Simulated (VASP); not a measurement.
# WC (Amm2) in VASP: single point with PBEsol

Aim: the single point of WC with PBEsol.

Program: VASP 6.6.1. These are calculated values, not measurements. Logs are shortened: lines on timing, memory, paths and dates and some standing lists are left out, and cuts for length are marked.

### Step 1. The cell of the first run

Symmetry: Amm2, No. 38, orthorhombic system. Conventional cell: a = 4.345 Å, b = 6.145 Å, c = 6.145 Å, α = 90.00°, β = 90.00°, γ = 90.00°. Within 2.7 Å of W (site symmetry mm2) lie 6 C at 2.07 to 2.28 Å. Within 3.3 Å of W (site symmetry mm2) lie 6 C at 2.17 Å and 12 W at 2.92 to 3.22 Å. Within 3.2 Å of W (site symmetry m) lie 6 C at 2.17 Å and 12 W at 3.00 to 3.15 Å. C (site symmetry m) has 6 W at 2.07 to 2.28 Å within 2.7 Å. C (site symmetry mm2) has 6 W at 2.17 to 2.18 Å within 2.9 Å. C (site symmetry mm2) has 6 W at 2.17 Å within 2.9 Å.

### Step 2. Single point, PBEsol (atom 1 (W) moved +0.150 Å along Cartesian [1 1 0])

File INCAR:

```
  ALGO = Fast
  EDIFF = 1E-6
  ENCUT = 520
  GGA = PS
  ISIF = 2
  ISMEAR = 0
  LASPH = True
  LCHARG = False
  LREAL = False
  LWAVE = False
  NBANDS = 46
  NELM = 80
  PREC = Accurate
  SIGMA = 0.15
```

File KPOINTS:

```
k-points
0
Gamma
  14 14 14
```

File POSCAR:

```
WC
1.0
    4.3453707486      0.0000000000      0.0000000000
    0.0000000000     -4.3453707486      0.0000000000
    0.0000000000      0.0000000000     -4.3453707486
W C
4 4
Direct
    0.0244089684     -0.0244089684      0.0000000000
    0.5000000000      0.5000000000      0.0000000000
    0.5000000000      0.0000000000      0.5000000000
    0.0000000000      0.5000000000      0.5000000000
    0.5000000000      0.0000000000      0.0000000000
    0.0000000000      0.5000000000      0.0000000000
    0.0000000000      0.0000000000      0.5000000000
    0.5000000000      0.5000000000      0.5000000000
```

Potentials or basis: VASP PAW PBE potentials, release 64 (W_sv, C).

The run is started by

```sh
$ cat potpaw_PBE.64/W_sv/POTCAR potpaw_PBE.64/C/POTCAR > POTCAR
$ mpirun -np 1 vasp_std > vasp.out
```

OUTCAR:

```text
EDIFF = 1E-6
   ENCUT = 520
   GGA = PS
   ISIF = 2
   ISMEAR = 0
   LASPH = True
   LREAL = False
   NELM = 80
   PREC = Accurate

 ion  position               nearest neighbor table
   1  0.024  0.976  0.000-   5 2.07   6 2.07   7 2.18   7 2.18   6 2.28   5 2.28   2 2.92   3 3.00
                             4 3.00   4 3.00   3 3.00   2 3.08   2 3.08   4 3.15   3 3.15   4 3.15
   2  0.500  0.500  0.000-   5 2.17   6 2.17   8 2.17   8 2.17   5 2.17   6 2.17   1 2.92   4 3.07
                             4 3.07   3 3.07   3 3.07   3 3.07   4 3.07   3 3.07   4 3.07   1 3.08
   3  0.500  0.000  0.500-   5 2.17   7 2.17   8 2.17   5 2.17   8 2.17   7 2.17   1 3.00   1 3.00
                             2 3.07   2 3.07   4 3.07   4 3.07   2 3.07   4 3.07   2 3.07   4 3.07
   4  0.000  0.500  0.500-   6 2.17   7 2.17   8 2.17   6 2.17   7 2.17   8 2.17   1 3.00   1 3.00
                             2 3.07   3 3.07   3 3.07   2 3.07   3 3.07   2 3.07   2 3.07   3 3.07
   5  0.500  0.000  0.000-   1 2.07   2 2.17   3 2.17   3 2.17   2 2.17   1 2.28
   6  0.000  0.500  0.000-   1 2.07   2 2.17   4 2.17   4 2.17   2 2.17   1 2.28
   7  0.000  0.000  0.500-   3 2.17   4 2.17   4 2.17   3 2.17   1 2.18   1 2.18
   8  0.500  0.500  0.500-   2 2.17   3 2.17   4 2.17   2 2.17   3 2.17   4 2.17

  LATTYP: Found a simple cubic cell.
 ALAT       =     4.3453707486

  Lattice vectors:

 A1 = (   4.3453707486,   0.0000000000,   0.0000000000)
 A2 = (   0.0000000000,  -4.3453707486,   0.0000000000)
 A3 = (   0.0000000000,   0.0000000000,  -4.3453707486)

Analysis of symmetry for initial positions (statically):
=====================================================================
 Subroutine PRICEL returns:
 Original cell was already a primitive cell.

 Routine SETGRP: Setting up the symmetry group for a
 simple cubic supercell.

 Subroutine GETGRP returns: Found  4 space group operations
 (whereof  4 operations were pure point group operations)
 out of a pool of 48 trial point group operations.

The static configuration has the point symmetry C_2v.

Analysis of symmetry for dynamics (positions and initial velocities):
=====================================================================
 Subroutine PRICEL returns:
 Original cell was already a primitive cell.

 Routine SETGRP: Setting up the symmetry group for a
 simple cubic supercell.

 Subroutine GETGRP returns: Found  4 space group operations
 (whereof  4 operations were pure point group operations)
 out of a pool of 48 trial point group operations.

The dynamic configuration has the point symmetry C_2v.

 Subroutine INISYM returns: Found  4 space group operations
 (whereof  4 operations are pure point group operations),
 and found     1 'primitive' translations
[... 112 lines left out ...]
   NFREE  =      0    steps in history (QN), initial steepest desc. (CG)
   ISIF   =      2    stress and relaxation
   ISYM   =      2    0-nonsym 1-usesym 2-fastsym
   POTIM  = 0.5000    time-step for ionic-motion
   TEBEG  =    0.0;   TEEND  =   0.0 temperature during run
   PSTRESS=    0.0 pullay stress
   NELECT =      72.0000    total number of electrons
   NUPDOWN=      -1.0000    fix difference up-down
   EMIN   =  10.00;   EMAX   =-10.00  energy-range for DOS
   EFERMI =   0.00;   METHOD = LEGACY
   ISMEAR =     0;   SIGMA  =   0.15  broadening in eV -4-tet -1-fermi 0-gaus
   EFERMI_NEDOS =   21; number of points for ismear=-14 and -15
   IALGO  =     68    algorithm
   IMIX   =      4    mixing-type and parameters
     AMIX     =   0.40;   BMIX     =  1.00
     AMIX_MAG =   1.60;   BMIX_MAG =  1.00
  volume/ion in A,a.u.               =      10.26        69.21
  Fermi-wavevector in a.u.,A,eV,Ry     =   1.567324  2.961813 33.422780  2.456505
  Thomas-Fermi vector in A             =   2.669521
   LORBIT       =      0    0 simple, 1 ext, 2 COOP (PROOUT), +10 PAW based schemes
   GGA     = PS    functional components
   LHFCALC =     F    Hartree Fock is set to
   AEXX    =    0.0000 exact exchange contribution
   IVDW    =     0    specifies the selected vdW correction
   LEPSILON=     F    determine dielectric tensor
   LRPA    =     F    only Hartree local field effects (RPA)
 non-spin polarized calculation
 RMM-DIIS sequential band-by-band and
 Gauss-broadening in eV      SIGMA  =   0.15
  energy-cutoff  :      520.00
  volume of cell :       82.05
 maximum number of plane-waves:      2272
   NGX = 17   NGY = 17   NGZ = 17

 number of electron      72.0000011 magnetization

 Free energy of the ion-electron system (eV)
  ---------------------------------------------------
  ext. energy  EPLUGINS =         0.00000000
  ---------------------------------------------------
  free energy    TOTEN  =       -91.92813187 eV

  energy without entropy =      -91.88704171  energy(sigma->0) =      -91.90758679

 E-fermi :  12.6141     XC(G=0): -13.9905

 val. band max:       12.6126301468   @ k =   0.3571   0.2857   0.0714
 cond. band min:      12.6146143133   @ k =   0.0000   0.5000   0.1429
 fundamental gap:      0.0019841665
 Fermi energy:        12.6141150279

 k-point     1 :       0.0000    0.0000    0.0000
  band No.  band energies     occupation
      1     -62.6980      2.00000
      2     -62.6577      2.00000
      3     -62.6259      2.00000
      4     -62.5754      2.00000
      5     -27.2797      2.00000
      6     -27.2772      2.00000
[... 1165 lines left out ...]
     45      15.3111      0.00000
     46      15.4444      0.00000

 [... further k-points ...]
[... 5 lines left out ...]
  --------------------------------------------------------------------------------------
  -------------------------------------------------------------------------------------
  Total        1.9207566      1.9207566     -0.0283198     -0.2218926      0.0000000      0.0000000
  in kB       37.5061432     37.5061432     -0.5529938     -4.3328415      0.0000000      0.0000000
  external PRESSURE =      24.8197642 kB  Pullay stress =       0.0000000 kB

 VOLUME and BASIS-vectors are now :
 -----------------------------------------------------------------------------
  energy-cutoff  :      520.00
  volume of cell :       82.05
      direct lattice vectors                 reciprocal lattice vectors
     4.345370749  0.000000000  0.000000000     0.230129961  0.000000000  0.000000000
     0.000000000 -4.345370749  0.000000000     0.000000000 -0.230129961  0.000000000
     0.000000000  0.000000000 -4.345370749     0.000000000  0.000000000 -0.230129961

 POSITION                                       TOTAL-FORCE (eV/Angst)
 -----------------------------------------------------------------------------------
      0.10607     -4.23930      0.00000        -0.870829     -0.870829      0.000000
      2.17269     -2.17269      0.00000        -0.126817     -0.126817      0.000000
      2.17269      0.00000     -2.17269        -0.159448      0.299273      0.000000
      0.00000     -2.17269     -2.17269         0.299273     -0.159448      0.000000
      2.17269      0.00000      0.00000         1.200786     -0.197436      0.000000
      0.00000     -2.17269      0.00000        -0.197436      1.200786      0.000000
      0.00000      0.00000     -2.17269        -0.151295     -0.151295      0.000000
      2.17269     -2.17269     -2.17269         0.005767      0.005767      0.000000
 -----------------------------------------------------------------------------------
    total drift:                                0.000228      0.000228      0.000000

  FREE ENERGIE OF THE ION-ELECTRON SYSTEM (eV)
  ---------------------------------------------------
  free  energy   TOTEN  =       -91.9281318730 eV

  energy  without entropy=      -91.8870417073  energy(sigma->0) =      -91.90758679
```

OSZICAR:

```text
N       E                     dE             d eps       ncg     rms          rms(c)
DAV:   1     0.856751428244E+03    0.85675E+03   -0.39096E+04 41992   0.179E+03
DAV:   2    -0.350636352387E+02   -0.89182E+03   -0.86601E+03 42868   0.561E+02
DAV:   3    -0.102794989879E+03   -0.67731E+02   -0.65235E+02 50148   0.140E+02
DAV:   4    -0.105115526178E+03   -0.23205E+01   -0.22821E+01 51536   0.234E+01
DAV:   5    -0.105157891774E+03   -0.42366E-01   -0.42253E-01 50770   0.324E+00    0.665E+01
RMM:   6    -0.914493494435E+02    0.13709E+02   -0.50069E+01 53281   0.271E+01    0.220E+01
RMM:   7    -0.920710011842E+02   -0.62165E+00   -0.91994E+00 59094   0.102E+01    0.909E+00
RMM:   8    -0.920246762361E+02    0.46325E-01   -0.13898E+00 53936   0.460E+00    0.239E+00
RMM:   9    -0.919323648917E+02    0.92311E-01   -0.28648E-01 54945   0.220E+00    0.756E-01
RMM:  10    -0.919356535204E+02   -0.32886E-02   -0.28090E-01 56766   0.173E+00    0.782E-01
RMM:  11    -0.919280388251E+02    0.76147E-02   -0.33107E-02 55578   0.811E-01    0.219E-01
RMM:  12    -0.919280059990E+02    0.32826E-04   -0.12983E-02 55178   0.426E-01    0.131E-01
RMM:  13    -0.919280841802E+02   -0.78181E-04   -0.21110E-03 57712   0.200E-01    0.255E-02
RMM:  14    -0.919281327983E+02   -0.48618E-04   -0.50277E-04 59732   0.946E-02    0.330E-02
RMM:  15    -0.919281334710E+02   -0.67270E-06   -0.94351E-05 55439   0.436E-02    0.151E-02
RMM:  16    -0.919281314455E+02    0.20255E-05   -0.18506E-05 53751   0.203E-02    0.296E-03
RMM:  17    -0.919281318730E+02   -0.42757E-06   -0.44242E-06 39811   0.928E-03
   1 F= -.91928132E+02 E0= -.91907587E+02  d E =-.410902E-01
```

stdout:

```text
POSCAR found type information on POSCAR W C
 POSCAR found :  2 types and       8 ions
 scaLAPACK will be used
 -----------------------------------------------------------------------------
|                                                                             |
|                                                                             |
|     You enforced a specific xc type in the INCAR file but a different       |
|     I HOPE YOU KNOW WHAT YOU ARE DOING!                                     |
|                                                                             |
 -----------------------------------------------------------------------------

 LDA part: xc-table for (Slater+PW92), standard interpolation
 POSCAR, INCAR and KPOINTS ok, starting setup
 FFT: planning ... GRIDC
 FFT: planning ... GRID_SOFT
 FFT: planning ... GRID
 WAVECAR not read
 entering main loop
WARNING in EDDRMM: call to ZHEGV failed, returncode =   6  3     41
WARNING in EDDRMM: call to ZHEGV failed, returncode =   8  4     43
WARNING in EDDRMM: call to ZHEGV failed, returncode =   8  4     44
WARNING in EDDRMM: call to ZHEGV failed, returncode =   8  4     42
WARNING in EDDRMM: call to ZHEGV failed, returncode =   8  4     43
WARNING in EDDRMM: call to ZHEGV failed, returncode =   8  4     42
WARNING in EDDRMM: call to ZHEGV failed, returncode =   6  3     43
WARNING in EDDRMM: call to ZHEGV failed, returncode =   8  4     44
WARNING in EDDRMM: call to ZHEGV failed, returncode =   8  4     43
WARNING in EDDRMM: call to ZHEGV failed, returncode =   8  4     41
WARNING in EDDRMM: call to ZHEGV failed, returncode =   8  4     43
```

It took 28 min on 1 thread of Oxide Virtual Turin-like, shared host; peak memory 1.1 GiB.

Results:

```
Free energy            : -91.9281 eV
Pressure               : 2.5 GPa
Largest force          : 1.232 eV/Å
Band gap on the k mesh : zero (bands 36 and 37 overlap by 3.14 eV)
```

Forces in eV/Å, atoms in the order of the input:
```
W   -0.871 -0.871  0.000
W   -0.127 -0.127  0.000
W   -0.159  0.299  0.000
W    0.299 -0.159  0.000
C    1.201 -0.197  0.000
C   -0.197  1.201  0.000
C   -0.151 -0.151  0.000
C    0.006  0.006  0.000
```

Caveat: the cell differs from its parent crystal (atom 1 (W) moved +0.150 Å along Cartesian [1 1 0]); the PAW data sets were made with another functional, which shifts forces and pressure a little; spin-orbit coupling is left out, which moves the levels of the heavy elements.
